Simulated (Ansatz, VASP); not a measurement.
## Ru in VASP and in Ansatz

```
Ru
1.0
     2.69811    0.00000    0.00000
    -1.34905    2.33663    0.00000
     0.00000    0.00000    8.75660
Ru
4
Direct
  0.00000 0.00000 0.00000
  0.00000 0.00000 0.50000
  0.33333 0.66667 0.75000
  0.66667 0.33333 0.25000
```

Alike in both runs: functional PBE; k mesh 9 × 9 × 2; occupations gaussian, width 0.1 eV; no spin polarisation.

Ansatz relaxed the structure, and its values are those at the end. VASP's run is a single point on that final structure, the one shown.

```csv
,VASP,Ansatz
version,VASP 6.6.1,Ansatz 0.2.0
potentials or method,"VASP PAW PBE potentials, release 64 (Ru_pv), cutoff 520 eV","scalar-relativistic, plane waves, PAW"
valence electrons in the cell,56,64
```

Ansatz gave:

* gap on the k mesh at the Fermi level (eV): none
* pressure (GPa): 0.0

Q: Estimate VASP's values.

A: gap on the k mesh at the Fermi level (eV): none; pressure (GPa): -0.1.

A gap of «none» marks a metal or a gap that the smearing closes. VASP's potentials hold 56 valence electrons a cell and Ansatz's 64, so a difference there can come from the potentials and not from the codes.
